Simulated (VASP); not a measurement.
# MgO (Fm-3m) in VASP: a series of runs, part 2 of 2

VASP 6.6.1.

### 3 Single point, LDA

INCAR reads:

```
SYSTEM = MgO
  PREC = Accurate
  ENCUT = 520
  EDIFF = 1E-6
  ISMEAR = 0
  SIGMA = 0.02
  LREAL = .FALSE.
  LASPH = .TRUE.
  NELM = 100
  ALGO = Normal
  ISIF = 2
  LWAVE = .FALSE.
  LCHARG = .FALSE.
  NBANDS = 11
```

KPOINTS reads:

```
regular mesh
0
G
  10 10 10
  0 0 0
```

POSCAR reads:

```
MgO
1.0
    0.0000000000      2.0796349157      2.0796349157
    2.0796349157      0.0000000000      2.0796349157
    2.0796349157      2.0796349157      0.0000000000
Mg O
1 1
Direct
    0.0000000000      0.0000000000      0.0000000000
    0.5000000000      0.5000000000      0.5000000000
```

Potentials or basis: VASP PAW LDA potentials, release 64 (Mg, O).

Started as:

```sh
cat potpaw_LDA.64/Mg/POTCAR potpaw_LDA.64/O/POTCAR > POTCAR
mpirun -np 1 vasp_std > vasp.out
```

OUTCAR:

```text
SYSTEM = MgO
   PREC = Accurate
   ENCUT = 520
   EDIFF = 1E-6
   ISMEAR = 0
   LREAL = .FALSE.
   LASPH = .TRUE.
   NELM = 100
   ISIF = 2

 ion  position               nearest neighbor table
   1  0.000  0.000  0.000-   2 2.08   2 2.08   2 2.08   2 2.08   2 2.08   2 2.08
   2  0.500  0.500  0.500-   1 2.08   1 2.08   1 2.08   1 2.08   1 2.08   1 2.08

  LATTYP: Found a face centered cubic cell.
 ALAT       =     4.1592698314

  Lattice vectors:

 A1 = (   0.0000000000,   2.0796349157,   2.0796349157)
 A2 = (   2.0796349157,   0.0000000000,   2.0796349157)
 A3 = (   2.0796349157,   2.0796349157,   0.0000000000)

Analysis of symmetry for initial positions (statically):
=====================================================================
 Subroutine PRICEL returns:
 Original cell was already a primitive cell.

 Routine SETGRP: Setting up the symmetry group for a
 face centered cubic supercell.

 Subroutine GETGRP returns: Found 48 space group operations
 (whereof 48 operations were pure point group operations)
 out of a pool of 48 trial point group operations.

The static configuration has the point symmetry O_h .

Analysis of symmetry for dynamics (positions and initial velocities):
=====================================================================
 Subroutine PRICEL returns:
 Original cell was already a primitive cell.

 Routine SETGRP: Setting up the symmetry group for a
 face centered cubic supercell.

 Subroutine GETGRP returns: Found 48 space group operations
 (whereof 48 operations were pure point group operations)
 out of a pool of 48 trial point group operations.

The dynamic configuration has the point symmetry O_h .

 Subroutine INISYM returns: Found 48 space group operations
 (whereof 48 operations are pure point group operations),
 and found     1 'primitive' translations

----------------------------------------------------------------------------------------

                                     Primitive cell

  volume of cell :      17.9883

  direct lattice vectors                    reciprocal lattice vectors
     0.000000000  2.079634916  2.079634916    -0.240426815  0.240426815  0.240426815
     2.079634916  0.000000000  2.079634916     0.240426815 -0.240426815  0.240426815
     2.079634916  2.079634916  0.000000000     0.240426815  0.240426815 -0.240426815

  length of vectors
     2.941047903  2.941047903  2.941047903     0.416431460  0.416431460  0.416431460

  position of ions in fractional coordinates (direct lattice)
     0.000000000  0.000000000  0.000000000
     0.500000000  0.500000000  0.500000000

  ion indices of the primitive-cell ions
   primitive index   ion index
                 1           1
                 2           2

----------------------------------------------------------------------------------------

 KPOINTS: regular mesh

Automatic generation of k-mesh.
 Grid dimensions read from file:
 generate k-points for:   10   10   10

 Generating k-lattice:

  Cartesian coordinates                     Fractional coordinates (reciprocal lattice)
    -0.024042682  0.024042682  0.024042682     0.100000000  0.000000000  0.000000000
     0.024042682 -0.024042682  0.024042682     0.000000000  0.100000000  0.000000000
     0.024042682  0.024042682 -0.024042682     0.000000000  0.000000000  0.100000000

[... 39 lines left out ...]
   number of dos      NEDOS =    301   number of ions     NIONS =      2
   total plane-waves  NPLWV =  13824
   dimension x,y,z NGX =    24 NGY =   24 NGZ =   24
   dimension x,y,z NGXF=    48 NGYF=   48 NGZF=   48
   ions per type =               1   1
   NGX,Y,Z   is equivalent  to a cutoff of  13.57, 13.57, 13.57 a.u.
   NGXF,Y,Z  is equivalent  to a cutoff of  27.13, 27.13, 27.13 a.u.
 SYSTEM =  MgO
   PREC   = accura    normal or accurate (medium, high low for compatibility)
   ISTART =      0    job   : 0-new  1-cont  2-samecut
   ICHARG =      2    charge: 1-file 2-atom 10-const
   ISPIN  =      1    spin polarized calculation?
   LNONCOLLINEAR =      F non collinear calculations
   LSORBIT =      F    spin-orbit coupling
   LASPH  =      T    aspherical Exc in radial PAW
   ENCUT  =  520.0 eV  38.22 Ry    6.18 a.u.   5.47  5.47  5.47*2*pi/ulx,y,z
   NELM   =    100;   NELMIN=  2; NELMDL= -5     # of ELM steps
   EDIFF  = 0.1E-05   stopping-criterion for ELM
   LREAL  =      F    real-space projection
   EDIFFG = 0.1E-04   stopping-criterion for IOM
   NSW    =      0    number of steps for IOM
   IBRION =     -1    ionic relax: 0-MD 1-quasi-New 2-CG
   NFREE  =      0    steps in history (QN), initial steepest desc. (CG)
   ISIF   =      2    stress and relaxation
   ISYM   =      2    0-nonsym 1-usesym 2-fastsym
   POTIM  = 0.5000    time-step for ionic-motion
   TEBEG  =    0.0;   TEEND  =   0.0 temperature during run
   PSTRESS=    0.0 pullay stress
   NELECT =       8.0000    total number of electrons
   NUPDOWN=      -1.0000    fix difference up-down
   EMIN   =  10.00;   EMAX   =-10.00  energy-range for DOS
   EFERMI =   0.00;   METHOD = LEGACY
   ISMEAR =     0;   SIGMA  =   0.02  broadening in eV -4-tet -1-fermi 0-gaus
   EFERMI_NEDOS =   21; number of points for ismear=-14 and -15
   IALGO  =     38    algorithm
   IMIX   =      4    mixing-type and parameters
     AMIX     =   0.40;   BMIX     =  1.00
     AMIX_MAG =   1.60;   BMIX_MAG =  1.00
  volume/ion in A,a.u.               =       8.99        60.70
  Fermi-wavevector in a.u.,A,eV,Ry     =   1.249610  2.361420 21.245830  1.561524
  Thomas-Fermi vector in A             =   2.383642
   LORBIT       =      0    0 simple, 1 ext, 2 COOP (PROOUT), +10 PAW based schemes
   GGA     = CA    functional components
   LHFCALC =     F    Hartree Fock is set to
   AEXX    =    0.0000 exact exchange contribution
   IVDW    =     0    specifies the selected vdW correction
   LEPSILON=     F    determine dielectric tensor
   LRPA    =     F    only Hartree local field effects (RPA)
 non-spin polarized calculation
 Gauss-broadening in eV      SIGMA  =   0.02
  energy-cutoff  :      520.00
  volume of cell :       17.99
 maximum number of plane-waves:       531
 NGX is ok and might be reduce to    24
   NGX = 11   NGY = 11   NGZ = 11

 number of electron       8.0000000 magnetization

 Free energy of the ion-electron system (eV)
  ---------------------------------------------------
  ext. energy  EPLUGINS =         0.00000000
  ---------------------------------------------------
  free energy    TOTEN  =       -13.44477179 eV

  energy without entropy =      -13.44477179  energy(sigma->0) =      -13.44477179

 E-fermi :   3.3958     XC(G=0): -11.7757

 val. band max:        3.1738595950   @ k =   0.0000   0.0000   0.0000
 cond. band min:       8.2082097361   @ k =   0.0000   0.0000   0.0000
 fundamental gap:      5.0343501412
 Fermi energy:         3.3958463681

 k-point     1 :       0.0000    0.0000    0.0000
  band No.  band energies     occupation
      1     -14.0316      2.00000
      2       3.1739      2.00000
      3       3.1739      2.00000
      4       3.1739      2.00000
      5       8.2082      0.00000
      6      18.9044      0.00000
      7      18.9044      0.00000
      8      18.9044      0.00000
      9      23.0290      0.00000
     10      24.7198      0.00000
     11      24.7198      0.00000
[... 309 lines left out ...]
 k-point    24 :       0.4000    0.3000    0.0000
  band No.  band energies     occupation
      1     -12.6401      2.00000
      2      -0.5812      2.00000
      3       1.7877      2.00000
      4       2.0223      2.00000
      5      12.8788      0.00000
      6      13.3083      0.00000
      7      16.9000      0.00000
      8      21.5306      0.00000
      9      21.7481      0.00000
     10      28.2087      0.00000
     11      30.6321      0.00000

 [... further k-points ...]

------------------------ aborting loop because EDIFF is reached ----------------------------------------

  FORCE on cell =-STRESS in cart. coord.  units (eV):
  Direction    XX          YY          ZZ          XY          YZ          ZX
  --------------------------------------------------------------------------------------
  -------------------------------------------------------------------------------------
  Total       -0.1901092     -0.1901092     -0.1901092      0.0000000      0.0000000      0.0000000
  in kB      -16.9325523    -16.9325523    -16.9325523      0.0000000      0.0000000      0.0000000
  external PRESSURE =     -16.9325523 kB  Pullay stress =       0.0000000 kB

 VOLUME and BASIS-vectors are now :
 -----------------------------------------------------------------------------
  energy-cutoff  :      520.00
  volume of cell :       17.99
      direct lattice vectors                 reciprocal lattice vectors
     0.000000000  2.079634916  2.079634916    -0.240426815  0.240426815  0.240426815
     2.079634916  0.000000000  2.079634916     0.240426815 -0.240426815  0.240426815
     2.079634916  2.079634916  0.000000000     0.240426815  0.240426815 -0.240426815

 POSITION                                       TOTAL-FORCE (eV/Angst)
 -----------------------------------------------------------------------------------
      0.00000      0.00000      0.00000         0.000000      0.000000      0.000000
      2.07963      2.07963      2.07963        -0.000000     -0.000000     -0.000000
 -----------------------------------------------------------------------------------
    total drift:                               -0.000000     -0.000000      0.000000

  FREE ENERGIE OF THE ION-ELECTRON SYSTEM (eV)
  ---------------------------------------------------
  free  energy   TOTEN  =       -13.4447717931 eV

  energy  without entropy=      -13.4447717931  energy(sigma->0) =      -13.44477179
```

OSZICAR:

```text
N       E                     dE             d eps       ncg     rms          rms(c)
DAV:   1     0.116737981892E+02    0.11674E+02   -0.46908E+03  1189   0.652E+02
DAV:   2    -0.144770692169E+02   -0.26151E+02   -0.24911E+02  1183   0.136E+02
DAV:   3    -0.150266128209E+02   -0.54954E+00   -0.54860E+00  1240   0.164E+01
DAV:   4    -0.150278212449E+02   -0.12084E-02   -0.12084E-02  1124   0.887E-01
DAV:   5    -0.150278246950E+02   -0.34501E-05   -0.34501E-05  1226   0.444E-02    0.709E+00
DAV:   6    -0.135059736336E+02    0.15219E+01   -0.85477E+00  1076   0.161E+01    0.218E+00
DAV:   7    -0.134687482722E+02    0.37225E-01   -0.58701E-02  1130   0.214E+00    0.129E+00
DAV:   8    -0.134452572794E+02    0.23491E-01   -0.28719E-02  1085   0.174E+00    0.226E-01
DAV:   9    -0.134449074563E+02    0.34982E-03   -0.43219E-04  1169   0.152E-01    0.132E-01
DAV:  10    -0.134447722479E+02    0.13521E-03   -0.37030E-04  1103   0.157E-01    0.547E-03
DAV:  11    -0.134447717931E+02    0.45482E-06   -0.41843E-06  1163   0.118E-02
   1 F= -.13444772E+02 E0= -.13444772E+02  d E =-.106276E-57
```

Run time: 4.2 s. Hardware: 1 thread of Intel Xeon 6975P-C (Granite Rapids), shared host; peak memory 0.13 GiB.

Results:

| Item | Value |
| --- | --- |
| Free energy | -13.4448 eV |
| Pressure | -1.7 GPa |
| Band gap on the k mesh | 5.03 eV, direct |

Levels at points of the mesh, in eV from the valence-band top:
| k point | band 2 | band 3 | band 4 | band 5 | band 6 | band 7 |
| --- | --- | --- | --- | --- | --- | --- |
| (0.00, 0.00, 0.00) | 0.00 | 0.00 | 0.00 | 5.03 | 15.73 | 15.73 |
| (0.50, 0.00, 0.00) | -4.87 | -0.71 | -0.71 | 7.97 | 12.83 | 16.39 |
| (0.50, 0.50, 0.00) | -4.31 | -1.43 | -1.43 | 8.92 | 10.12 | 13.30 |

### 4 Single point, LDA

INCAR reads:

```
SYSTEM = MgO
PREC = Accurate
ENCUT = 520
EDIFF = 1E-6
ISMEAR = 0
SIGMA = 0.01
LREAL = .False.
LASPH = .True.
NELM = 60
ALGO = Normal
ISIF = 2
LWAVE = .False.
LCHARG = .True.
GGA = CA
LELF = .True.
LVHAR = .True.
NBANDS = 11
```

KPOINTS reads:

```
Automatic mesh
0
Gamma
  10 10 10
  0 0 0
```

POSCAR reads:

```
MgO
1.0
    0.0000000000      2.0795508132      2.0795508132
    2.0795508132      0.0000000000      2.0795508132
    2.0795508132      2.0795508132      0.0000000000
Mg O
1 1
Direct
    0.0000000000      0.0000000000      0.0000000000
    0.5000000000      0.5000000000      0.5000000000
```

Started as:

```sh
cat potpaw_LDA.64/Mg/POTCAR potpaw_LDA.64/O/POTCAR > POTCAR
mpirun -np 1 vasp_std > vasp.out
```

Run time: 4.3 s. Hardware: 1 thread of Intel Xeon 6975P-C (Granite Rapids), shared host; peak memory 0.12 GiB.

It converged, with:

```
Free energy            : -13.4448 eV
Pressure               : -1.7 GPa
Band gap on the k mesh : 5.04 eV, direct
```

Levels at points of the mesh, in eV from the valence-band top:
```tsv
k point	band 1	band 2	band 3	band 4	band 5	band 6	band 7	band 8
(0.00, 0.00, 0.00)	-17.21	0.00	0.00	0.00	5.04	15.73	15.73	15.73
(0.50, 0.00, 0.00)	-15.75	-4.87	-0.71	-0.71	7.97	12.83	16.39	16.39
(0.50, 0.50, 0.00)	-15.47	-4.31	-1.43	-1.43	8.92	10.12	13.30	19.21
```

A hybrid or GW would open this gap; LDA tends to underestimate it.

### 5 Relaxation of cell and atoms, LDA

This run uses another cell than the first one, of 9.73 Å³/atom, 1.082 times its volume.

INCAR reads:

```
  PREC = Accurate
  ENCUT = 600
  EDIFF = 1E-6
  ISMEAR = 0
  SIGMA = 0.1
  LREAL = F
  LASPH = T
  NELM = 80
  ALGO = Normal
  ISIF = 3
  LWAVE = F
  LCHARG = F
  GGA = CA
  IBRION = 2
  NSW = 100
  EDIFFG = -0.05
```

KPOINTS reads:

```
Automatic mesh
0
Gamma
  8 8 8
```

POSCAR reads:

```
MgO
1.0
    0.0000000000      2.1351500000      2.1351500000
    2.1351500000      0.0000000000      2.1351500000
    2.1351500000      2.1351500000      0.0000000000
Mg O
1 1
Direct
    0.0000000000      0.0000000000      0.0000000000
    0.5000000000      0.5000000000      0.5000000000
```

Started as:

```sh
cat potpaw_LDA.64/Mg/POTCAR potpaw_LDA.64/O/POTCAR > POTCAR
mpirun -np 1 vasp_std > vasp.out
```

It took 4 s on 1 thread of Intel Xeon 6975P-C (Granite Rapids), shared host; peak memory 0.13 GiB.

It converged, with:

| Item | Value |
| --- | --- |
| Free energy | -13.4535 eV |
| Relaxed volume | 8.89 Å³/atom |
| Relaxed cell | a = 2.930 Å, b = 2.930 Å, c = 2.930 Å, α = 60.00°, β = 60.00°, γ = 60.00° |
| Space group after relaxing (to 0.05 Å) | Fm-3m (No. 225) |
| Energy gained by relaxing | 38.4 meV/atom |
| Ionic steps | 3 |
| Pressure after relaxing | 0.0 GPa |
| Band gap on the k mesh | 5.16 eV, direct |

Step by step:
```
step  energy change (eV)  largest force (eV/Å)  pressure (GPa)  volume (Å³)
   1              0.0000                0.0000          -13.46        19.47
   2             -0.0675                0.0000            5.76        17.25
   3             -0.0767                0.0000            0.04        17.78
```

Final structure:
```
Mg O
1.0
     0.00000    2.07149    2.07149
     2.07149    0.00000    2.07149
     2.07149    2.07149    0.00000
Mg O
1 1
Cartesian
  0.0000 0.0000 0.0000
  2.0715 2.0715 2.0715
```

Levels at points of the mesh, in eV from the valence-band top:
```
           k point  band 1  band 2  band 3  band 4  band 5  band 6  band 7  band 8
(0.00, 0.00, 0.00)  -17.27    0.00    0.00    0.00    5.16   15.80   15.80   15.80
(0.50, 0.00, 0.00)  -15.78   -4.92   -0.72   -0.72    8.05   12.96   16.51   16.51
(0.50, 0.50, 0.00)  -15.49   -4.36   -1.44   -1.44    8.94   10.25   13.42   19.39
```

LDA usually gives volumes a few per cent too small. Zero-point motion and thermal expansion aren't in these numbers.

### 6 The runs side by side

```tsv
task	cell	k mesh	cutoff (eV)	smearing	gap on the mesh (eV)	pressure (GPa)
single point	a = 2.941 Å, angles 60.0°, 2 atoms	8 × 8 × 8	520	gaussian 0.1 eV	5.03	-1.7
single point	a = 2.941 Å, angles 60.0°, 2 atoms	10 × 10 × 10	520	gaussian 0.02 eV	5.03	-1.7
single point	a = 2.941 Å, angles 60.0°, 2 atoms	10 × 10 × 10	520	gaussian 0.01 eV	5.04	-1.7
relaxation of cell and atoms	relaxed from a = 3.020 Å, angles 60.0°, 2 atoms	8 × 8 × 8	600	gaussian 0.1 eV	5.16	0.0
```

Alike in all rows: level LDA; potentials or basis VASP PAW LDA potentials, release 64 (Mg, O); no spin polarisation.

On the cell as given the gap runs from 5.03 eV (LDA) to 5.04 eV (LDA); the meshes differ, which moves gaps too.

Total energies depend on the potentials used, so only differences within one code and one set of settings carry meaning.

### 7 How close it comes

Step 2. Measured gap of MgO: 7.83 eV (quoted in “Electronic structure of alkaline earth and post-transition metal oxides”, 2009, arxiv:0908.1581). This calculation gives 5.03 eV (-2.80 eV). The value is that of LDA, without temperature or zero-point motion. Semilocal functionals fall short of measured gaps as a rule.

Step 3. A measured gap of MgO is 7.83 eV (quoted in “Electronic structure of alkaline earth and post-transition metal oxides”, 2009, arxiv:0908.1581); the calculated 5.03 eV misses it by -2.80 eV. The value is that of LDA, without temperature or zero-point motion. Semilocal functionals fall short of measured gaps as a rule.
